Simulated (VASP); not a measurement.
# Ta2Ga (P6/mmm) in VASP: notebook, part 2 of 3

VASP 6.6.1. The steps go on from the part before.

### Step 3. Single point, PBE

This run uses another cell than the first one, of 17.70 Å³/atom, 1.112 times its volume.

Contents of INCAR:

```
SYSTEM = Ta2Ga
PREC     = Accurate       ! precision mode
ENCUT    = 520            ! plane-wave cutoff, eV
EDIFF    = 1E-6           ! SCF threshold, eV
ISMEAR   = 0              ! smearing method
SIGMA    = 0.1            ! smearing width, eV
LREAL    = .False.        ! projectors in reciprocal space
LASPH    = .True.         ! aspherical terms in the spheres
NELM     = 80             ! most SCF steps
ALGO     = Normal         ! electronic algorithm
ISIF     = 2              ! what is computed and relaxed
LWAVE    = .False.        ! write WAVECAR
LCHARG   = .False.        ! write CHGCAR
GGA      = PE             ! functional
NBANDS   = 24             ! bands
```

Contents of KPOINTS:

```
regular mesh
0
Gamma
  6 6 4
  0 0 0
```

Contents of POSCAR:

```
Ta2Ga
1.0
    4.6711902325      0.0000000000      0.0000000000
   -2.3355951162      4.0453694073      0.0000000000
    0.0000000000      0.0000000000      2.8107123214
Ta Ga
2 1
Direct
    0.3333333333      0.6666666667      0.5000000000
    0.6666666667      0.3333333333      0.5000000000
    0.0000000000      0.0000000000      0.0000000000
```

Potentials or basis: VASP PAW PBE potentials, release 64 (Ta_pv, Ga_d).

The run is started by

```bash
$ cat potpaw_PBE.64/Ta_pv/POTCAR potpaw_PBE.64/Ga_d/POTCAR > POTCAR
$ mpirun -np 1 vasp_std > vasp.out
```

OUTCAR:

```text
SYSTEM = Ta2Ga
   PREC = Accurate
   ENCUT = 520
   EDIFF = 1E-6
   ISMEAR = 0
   LREAL = .False.
   LASPH = .True.
   NELM = 80
   ISIF = 2
   GGA = PE

 ion  position               nearest neighbor table
   1  0.333  0.667  0.500-   2 2.70   2 2.70   2 2.70   3 3.04   3 3.04   3 3.04   3 3.04   3 3.04
                             3 3.04
   2  0.667  0.333  0.500-   1 2.70   1 2.70   1 2.70   3 3.04   3 3.04   3 3.04   3 3.04   3 3.04
                             3 3.04
   3  0.000  0.000  0.000-   1 3.04   2 3.04   1 3.04   2 3.04   2 3.04   2 3.04   1 3.04   1 3.04
                             2 3.04   2 3.04   1 3.04   1 3.04

  LATTYP: Found a hexagonal cell.
 ALAT       =     4.6711902325
 C/A-ratio  =     0.6017122364

  Lattice vectors:

 A1 = (   4.6711902325,   0.0000000000,   0.0000000000)
 A2 = (  -2.3355951162,   4.0453694073,   0.0000000000)
 A3 = (   0.0000000000,   0.0000000000,   2.8107123214)

Analysis of symmetry for initial positions (statically):
=====================================================================
 Subroutine PRICEL returns:
 Original cell was already a primitive cell.

 Routine SETGRP: Setting up the symmetry group for a
 hexagonal supercell.

 Subroutine GETGRP returns: Found 24 space group operations
 (whereof 24 operations were pure point group operations)
 out of a pool of 24 trial point group operations.

The static configuration has the point symmetry D_6h.

Analysis of symmetry for dynamics (positions and initial velocities):
=====================================================================
 Subroutine PRICEL returns:
 Original cell was already a primitive cell.

 Routine SETGRP: Setting up the symmetry group for a
 hexagonal supercell.
[... 115 lines left out ...]
   NUPDOWN=      -1.0000    fix difference up-down
   EMIN   =  10.00;   EMAX   =-10.00  energy-range for DOS
   EFERMI =   0.00;   METHOD = LEGACY
   ISMEAR =     0;   SIGMA  =   0.10  broadening in eV -4-tet -1-fermi 0-gaus
   EFERMI_NEDOS =   21; number of points for ismear=-14 and -15
   IALGO  =     38    algorithm
   IMIX   =      4    mixing-type and parameters
     AMIX     =   0.40;   BMIX     =  1.00
     AMIX_MAG =   1.60;   BMIX_MAG =  1.00
  volume/ion in A,a.u.               =      17.70       119.48
  Fermi-wavevector in a.u.,A,eV,Ry     =   1.424613  2.692128 27.613313  2.029521
  Thomas-Fermi vector in A             =   2.545085
   LORBIT       =      0    0 simple, 1 ext, 2 COOP (PROOUT), +10 PAW based schemes
   GGA     = PE    functional components
   LHFCALC =     F    Hartree Fock is set to
   AEXX    =    0.0000 exact exchange contribution
   IVDW    =     0    specifies the selected vdW correction
   LEPSILON=     F    determine dielectric tensor
   LRPA    =     F    only Hartree local field effects (RPA)
 non-spin polarized calculation
 Gauss-broadening in eV      SIGMA  =   0.10
  energy-cutoff  :      520.00
  volume of cell :       53.11
 maximum number of plane-waves:      1452
 NGX is ok and might be reduce to    36
   NGX = 17   NGY = 17   NGZ = 11

 number of electron      35.0000006 magnetization

 Free energy of the ion-electron system (eV)
  ---------------------------------------------------
  ext. energy  EPLUGINS =         0.00000000
  ---------------------------------------------------
  free energy    TOTEN  =       -25.74647345 eV

  energy without entropy =      -25.73320766  energy(sigma->0) =      -25.73984055

 E-fermi :   6.3910     XC(G=0): -12.2638

 val. band max:        6.2934779997   @ k =   0.1667   0.0000   0.5000
 cond. band min:       6.3937655836   @ k =   0.3333   0.1667   0.2500
 fundamental gap:      0.1002875840
 Fermi energy:         6.3910452322

 k-point     1 :       0.0000    0.0000    0.0000
  band No.  band energies     occupation
      1     -28.4005      2.00000
      2     -28.4005      2.00000
      3     -27.6649      2.00000
      4     -27.5174      2.00000
      5     -27.5174      2.00000
      6     -27.4718      2.00000
[... 556 lines left out ...]
     23      10.8160      0.00000
     24      10.8160      0.00000

------------------------ aborting loop because EDIFF is reached ----------------------------------------

  FORCE on cell =-STRESS in cart. coord.  units (eV):
  Direction    XX          YY          ZZ          XY          YZ          ZX
  --------------------------------------------------------------------------------------
  -------------------------------------------------------------------------------------
  Total        0.0796713      0.0796713      0.0530376      0.0000000      0.0000000     -0.0000000
  in kB        2.4033140      2.4033140      1.5998988      0.0000000      0.0000000     -0.0000000
  external PRESSURE =       2.1355090 kB  Pullay stress =       0.0000000 kB

 VOLUME and BASIS-vectors are now :
 -----------------------------------------------------------------------------
  energy-cutoff  :      520.00
  volume of cell :       53.11
      direct lattice vectors                 reciprocal lattice vectors
     4.671190232  0.000000000  0.000000000     0.214078201  0.123598107  0.000000000
    -2.335595116  4.045369407  0.000000000     0.000000000  0.247196214  0.000000000
     0.000000000  0.000000000  2.810712321     0.000000000  0.000000000  0.355781697

 POSITION                                       TOTAL-FORCE (eV/Angst)
 -----------------------------------------------------------------------------------
     -0.00000      2.69691      1.40536         0.000000      0.000000      0.000000
      2.33560      1.34846      1.40536        -0.000000      0.000000     -0.000000
      0.00000      0.00000      0.00000         0.000000      0.000000     -0.000000
 -----------------------------------------------------------------------------------
    total drift:                                0.000000      0.000000     -0.000000

  FREE ENERGIE OF THE ION-ELECTRON SYSTEM (eV)
  ---------------------------------------------------
  free  energy   TOTEN  =       -25.7464734462 eV

  energy  without entropy=      -25.7332076582  energy(sigma->0) =      -25.73984055
```

Run time: 14 s. Hardware: 1 thread of Intel Xeon 6975P-C, shared host; peak memory 0.19 GiB.

What came out:

```yaml
Free_energy: -25.7465 eV
Pressure: 0.2 GPa
```

Caveat: the k points lie up to 0.56 Å⁻¹ apart; spin-orbit coupling is left out, which moves the levels of the heavy elements.

### Step 4. Single point, PBE

This run uses another cell than the first one, of 17.74 Å³/atom, 1.114 times its volume.

Contents of INCAR:

```
ALGO     = Normal         # electronic algorithm
EDIFF    = 1E-6           # SCF threshold, eV
ENCUT    = 520            # plane-wave cutoff, eV
GGA      = PE             # functional
ISIF     = 2              # what is computed and relaxed
ISMEAR   = 0              # smearing method
LASPH    = True           # aspherical terms in the spheres
LCHARG   = True           # write CHGCAR
LELF     = True           # ELF
LREAL    = False          # projectors in reciprocal space
LVHAR    = True         
LWAVE    = False          # write WAVECAR
NBANDS   = 24             # bands
NELM     = 100            # most SCF steps
PREC     = Accurate       # precision mode
SIGMA    = 0.1            # smearing width, eV
```

Contents of KPOINTS:

```
k-points
0
Gamma
  6 6 6
```

Contents of POSCAR:

```
Ta2Ga
1.0
    4.7105672412      0.0000000000      0.0000000000
   -2.3552836206      4.0794708971      0.0000000000
    0.0000000000      0.0000000000      2.7691920770
Ta Ga
2 1
Direct
    0.3333333333      0.6666666667      0.5000000000
    0.6666666667      0.3333333333      0.5000000000
    0.0000000000      0.0000000000      0.0000000000
```

Potentials or basis: VASP PAW PBE potentials, release 64 (Ta_pv, Ga_d).

The run is started by

```bash
$ cat potpaw_PBE.64/Ta_pv/POTCAR potpaw_PBE.64/Ga_d/POTCAR > POTCAR
$ mpirun -np 1 vasp_std > vasp.out
```

OUTCAR:

```text
EDIFF = 1E-6
   ENCUT = 520
   GGA = PE
   ISIF = 2
   ISMEAR = 0
   LASPH = True
   LREAL = False
   NELM = 100
   PREC = Accurate

 ion  position               nearest neighbor table
   1  0.333  0.667  0.500-   2 2.72   2 2.72   2 2.72   3 3.05   3 3.05   3 3.05   3 3.05   3 3.05
                             3 3.05
   2  0.667  0.333  0.500-   1 2.72   1 2.72   1 2.72   3 3.05   3 3.05   3 3.05   3 3.05   3 3.05
                             3 3.05
   3  0.000  0.000  0.000-   1 3.05   2 3.05   1 3.05   2 3.05   1 3.05   1 3.05   2 3.05   2 3.05
                             2 3.05   2 3.05   1 3.05   1 3.05

  LATTYP: Found a hexagonal cell.
 ALAT       =     4.7105672412
 C/A-ratio  =     0.5878680709

  Lattice vectors:

 A1 = (   4.7105672412,   0.0000000000,   0.0000000000)
 A2 = (  -2.3552836206,   4.0794708971,   0.0000000000)
 A3 = (   0.0000000000,   0.0000000000,   2.7691920770)

Analysis of symmetry for initial positions (statically):
=====================================================================
 Subroutine PRICEL returns:
 Original cell was already a primitive cell.

[... 169 lines left out ...]

  energy without entropy =      -25.94207146  energy(sigma->0) =      -25.94688540

 E-fermi :   6.0335     XC(G=0): -12.2524

 val. band max:        6.0177857496   @ k =   0.1667   0.0000   0.1667
 cond. band min:       6.0624412492   @ k =   0.1667   0.1667   0.1667
 fundamental gap:      0.0446554995
 Fermi energy:         6.0335006731

 k-point     1 :       0.0000    0.0000    0.0000
  band No.  band energies     occupation
      1     -28.4151      2.00000
      2     -28.4151      2.00000
      3     -27.5875      2.00000
      4     -27.5875      2.00000
      5     -27.4859      2.00000
      6     -27.3097      2.00000
[... 637 lines left out ...]
     23      11.9965      0.00000
     24      12.6158      0.00000

 [... further k-points ...]

------------------------ aborting loop because EDIFF is reached ----------------------------------------

  FORCE on cell =-STRESS in cart. coord.  units (eV):
  Direction    XX          YY          ZZ          XY          YZ          ZX
  --------------------------------------------------------------------------------------
  -------------------------------------------------------------------------------------
  Total        0.0998509      0.0998509      0.0912065      0.0000000      0.0000000      0.0000000
  in kB        3.0062996      3.0062996      2.7460351      0.0000000      0.0000000      0.0000000
  external PRESSURE =       2.9195447 kB  Pullay stress =       0.0000000 kB

 VOLUME and BASIS-vectors are now :
 -----------------------------------------------------------------------------
  energy-cutoff  :      520.00
  volume of cell :       53.21
      direct lattice vectors                 reciprocal lattice vectors
     4.710567241  0.000000000  0.000000000     0.212288658  0.122564914  0.000000000
    -2.355283621  4.079470897  0.000000000     0.000000000  0.245129828  0.000000000
     0.000000000  0.000000000  2.769192077     0.000000000  0.000000000  0.361116157

 POSITION                                       TOTAL-FORCE (eV/Angst)
 -----------------------------------------------------------------------------------
     -0.00000      2.71965      1.38460        -0.000000     -0.000000      0.000000
      2.35528      1.35982      1.38460         0.000000      0.000000     -0.000000
      0.00000      0.00000      0.00000        -0.000000      0.000000     -0.000000
 -----------------------------------------------------------------------------------
    total drift:                                0.000000     -0.000000     -0.000000

  FREE ENERGIE OF THE ION-ELECTRON SYSTEM (eV)
  ---------------------------------------------------
  free  energy   TOTEN  =       -25.9516993369 eV

  energy  without entropy=      -25.9420714601  energy(sigma->0) =      -25.94688540
```

OSZICAR:

```text
N       E                     dE             d eps       ncg     rms          rms(c)
DAV:   1     0.271590448054E+03    0.27159E+03   -0.18776E+04  1504   0.210E+03
DAV:   2    -0.915425614641E+01   -0.28074E+03   -0.27297E+03  1464   0.488E+02
DAV:   3    -0.262719626954E+02   -0.17118E+02   -0.16550E+02  1648   0.103E+02
DAV:   4    -0.266476729905E+02   -0.37571E+00   -0.37249E+00  1592   0.151E+01
DAV:   5    -0.266559454903E+02   -0.82725E-02   -0.82691E-02  1688   0.218E+00    0.177E+01
DAV:   6    -0.261027585359E+02    0.55319E+00   -0.81119E-01  1712   0.819E+00    0.899E+00
DAV:   7    -0.259561058900E+02    0.14665E+00   -0.43812E-01  1776   0.584E+00    0.918E-01
DAV:   8    -0.259516520796E+02    0.44538E-02   -0.16946E-02  1576   0.125E+00    0.219E-01
DAV:   9    -0.259517074109E+02   -0.55331E-04   -0.13573E-03  1664   0.324E-01    0.679E-02
DAV:  10    -0.259516989875E+02    0.84234E-05   -0.12235E-04  1760   0.100E-01    0.159E-02
DAV:  11    -0.259516993369E+02   -0.34935E-06   -0.84236E-06  1536   0.200E-02
   1 F= -.25951699E+02 E0= -.25946885E+02  d E =-.962788E-02
```

stdout:

```text
POSCAR found type information on POSCAR TaGa
 POSCAR found :  2 types and       3 ions
 scaLAPACK will be used
 LDA part: xc-table for (Slater+PW92), standard interpolation
 POSCAR, INCAR and KPOINTS ok, starting setup
 FFT: planning ... GRIDC
 FFT: planning ... GRID_SOFT
 FFT: planning ... GRID
 WAVECAR not read
 entering main loop
```

Run time: 19 s. Hardware: 1 thread of Intel Xeon 6975P-C, shared host; peak memory 0.2 GiB.

What came out:

* Free energy: -25.9517 eV
* Pressure: 0.3 GPa

Caveat: the k points lie up to 0.38 Å⁻¹ apart; spin-orbit coupling is left out, which moves the levels of the heavy elements.

### Step 5. Relaxation of cell and atoms, PBE

Contents of INCAR:

```
PREC = Accurate
ENCUT = 600
EDIFF = 1E-6
ISMEAR = 0
SIGMA = 0.1
LREAL = F
LASPH = T
NELM = 100
ALGO = Normal
ISIF = 3
LWAVE = F
LCHARG = F
GGA = PE
IBRION = 2
NSW = 90
EDIFFG = -0.04
```

Contents of KPOINTS:

```
Automatic mesh
0
Gamma
  6 6 4
```

Contents of POSCAR:

```
Ta2Ga
1.0
    3.7101673606      0.0000000000      0.0000000000
   -1.8550836803      3.2130991865      0.0000000000
    0.0000000000      0.0000000000      4.0059946584
Ta Ga
2 1
Direct
    0.3333333333      0.6666666667      0.5000000000
    0.6666666667      0.3333333333      0.5000000000
    0.0000000000      0.0000000000      0.0000000000
```

The run is started by

```bash
$ cat potpaw_PBE.64/Ta_pv/POTCAR potpaw_PBE.64/Ga_d/POTCAR > POTCAR
$ mpirun -np 1 vasp_std > vasp.out
```

Run time: 5 min. Hardware: 1 thread of Intel Xeon 6975P-C, shared host; peak memory 0.2 GiB.

Results (log left out):

| Quantity | Value |
| --- | --- |
| Free energy | -25.7377 eV |
| Relaxed volume | 17.72 Å³/atom |
| Relaxed cell | a = 4.671 Å, b = 4.671 Å, c = 2.814 Å, α = 90.00°, β = 90.00°, γ = 120.00° |
| Space group after relaxing (to 0.05 Å) | P6/mmm (No. 191) |
| Energy gained by relaxing | 2641.6 meV/atom |
| Ionic steps | 16 |
| Pressure after relaxing | 0.0 GPa |

Stress tensor (GPa, compression positive):
```
 0.12  0.00  0.00
 0.00  0.12  0.00
 0.00  0.00 -0.27
```

The path:
```tsv
step	energy change (eV)	largest force (eV/Å)	pressure (GPa)	volume (Å³)
1	0.0000	0.0000	73.46	47.76
2	-0.3584	0.0000	-21.14	110.33
3	-5.3146	0.0000	-12.69	71.07
4	-5.3943	0.0000	-10.07	68.81
5	-5.4145	0.0000	-7.59	66.98
6	-6.5201	0.0000	-6.06	60.01
7	6.2404	0.0000	203.29	36.35
8	-6.5386	0.0000	-3.20	58.70
9	-7.5673	0.0000	19.84	47.99
10	-7.5964	0.0000	2.84	53.21
11	-7.8108	0.0000	7.93	50.96
12	-7.8193	0.0000	9.94	50.30
13	-7.1397	0.0000	-0.83	54.68
14	-7.8851	0.0000	5.94	51.29
15	-7.8687	0.0000	-5.98	55.53
16	-7.9248	0.0000	-0.01	53.16
```

Final structure:
```
CELL_PARAMETERS angstrom
4.67070 0.00000 0.00000
-2.33535 4.04494 0.00000
0.00000 0.00000 2.81401
ATOMIC_POSITIONS crystal
Ta 0.33333 0.66667 0.50000
Ta 0.66667 0.33333 0.50000
Ga 0.00000 0.00000 0.00000
```

Levels at points of the mesh, in eV from the Fermi level:
```csv
k point,band 15,band 16,band 17,band 18,band 19,band 20
"(0.00, 0.00, 0.00)",-3.38,-2.14,-0.43,-0.43,0.75,2.22
"(0.50, 0.00, 0.00)",-2.78,-2.14,-1.62,-0.76,1.89,2.17
"(0.00, 0.00, 0.50)",-3.05,-1.19,-1.19,0.05,0.05,1.02
"(0.50, 0.00, 0.50)",-2.60,-1.90,-0.97,-0.82,1.38,1.46
```

Caveat: the k points lie up to 0.56 Å⁻¹ apart in the final cell; spin-orbit coupling is left out, which moves the levels of the heavy elements.

### Step 6. Relaxation of cell and atoms, PBE

This run uses another cell than the first one, of 17.70 Å³/atom, 1.112 times its volume.

Contents of INCAR:

```
ALGO     = Normal         # electronic algorithm
EDIFF    = 1E-7           # SCF threshold, eV
EDIFFG   = -0.04          # ionic threshold
ENCUT    = 600            # plane-wave cutoff, eV
GGA      = PE             # functional
IBRION   = 2              # ionic algorithm
ISIF     = 3              # what is computed and relaxed
ISMEAR   = 0              # smearing method
LASPH    = True           # aspherical terms in the spheres
LCHARG   = False          # write CHGCAR
LREAL    = False          # projectors in reciprocal space
LWAVE    = False          # write WAVECAR
NELM     = 80             # most SCF steps
NSW      = 90             # ionic steps
PREC     = Accurate       # precision mode
SIGMA    = 0.1            # smearing width, eV
```

Contents of KPOINTS:

```
k-points
0
Gamma
  6 6 6
```

Contents of POSCAR:

```
Ta2Ga
1.0
    4.6711902325      0.0000000000      0.0000000000
   -2.3355951162      4.0453694073      0.0000000000
    0.0000000000      0.0000000000      2.8107123214
Ta Ga
2 1
Direct
    0.3333333333      0.6666666667      0.5000000000
    0.6666666667      0.3333333333      0.5000000000
    0.0000000000      0.0000000000      0.0000000000
```

Potentials or basis: VASP PAW PBE potentials, release 64 (Ta_pv, Ga_d).

The run is started by

```bash
$ cat potpaw_PBE.64/Ta_pv/POTCAR potpaw_PBE.64/Ga_d/POTCAR > POTCAR
$ mpirun -np 1 vasp_std > vasp.out
```

It took 82 s on 1 thread of Intel Xeon 6975P-C, shared host; peak memory 0.22 GiB.

Results (log left out):

* Free energy: -25.9522 eV
* Relaxed volume: 17.79 Å³/atom
* Relaxed cell: a = 4.715 Å, b = 4.715 Å, c = 2.772 Å, α = 90.00°, β = 90.00°, γ = 120.00°
* Space group after relaxing (to 0.05 Å): P6/mmm (No. 191)
* Energy gained by relaxing: 6.5 meV/atom
* Ionic steps: 3
* Pressure after relaxing: -0.2 GPa

Stress tensor (GPa, compression positive):
```
-0.16  0.00  0.00
 0.00 -0.16  0.00
 0.00  0.00 -0.23
```

The path:
```csv
step,energy change (eV),largest force (eV/Å),pressure (GPa),volume (Å³)
1,0.0000,0.0000,0.55,53.11
2,-0.0097,0.0000,-0.51,53.55
3,-0.0196,0.0000,-0.18,53.38
```

Final structure:
```
Ta Ga
1.0
     4.71531    0.00000    0.00000
    -2.35765    4.08358    0.00000
     0.00000    0.00000    2.77218
Ta Ga
2 1
Direct
  0.33333 0.66667 0.50000
  0.66667 0.33333 0.50000
  0.00000 0.00000 0.00000
```

Levels at points of the mesh, in eV from the Fermi level:
| k point | band 14 | band 15 | band 16 | band 17 | band 18 | band 19 | band 20 | band 21 |
| --- | --- | --- | --- | --- | --- | --- | --- | --- |
| (0.00, 0.00, 0.00) | -3.14 | -3.06 | -1.79 | -0.22 | -0.22 | 0.87 | 2.87 | 2.87 |
| (0.50, 0.00, 0.00) | -3.54 | -2.51 | -1.79 | -1.31 | -0.53 | 2.57 | 2.69 | 2.85 |
| (0.00, 0.00, 0.50) | -2.71 | -2.71 | -0.86 | -0.86 | 0.41 | 0.41 | 1.32 | 1.32 |
| (0.50, 0.00, 0.50) | -3.43 | -2.16 | -1.54 | -0.64 | -0.44 | 1.66 | 1.67 | 3.64 |

Caveat: the k points lie up to 0.38 Å⁻¹ apart in the final cell; spin-orbit coupling is left out, which moves the levels of the heavy elements.

[end of part 2 of 3]
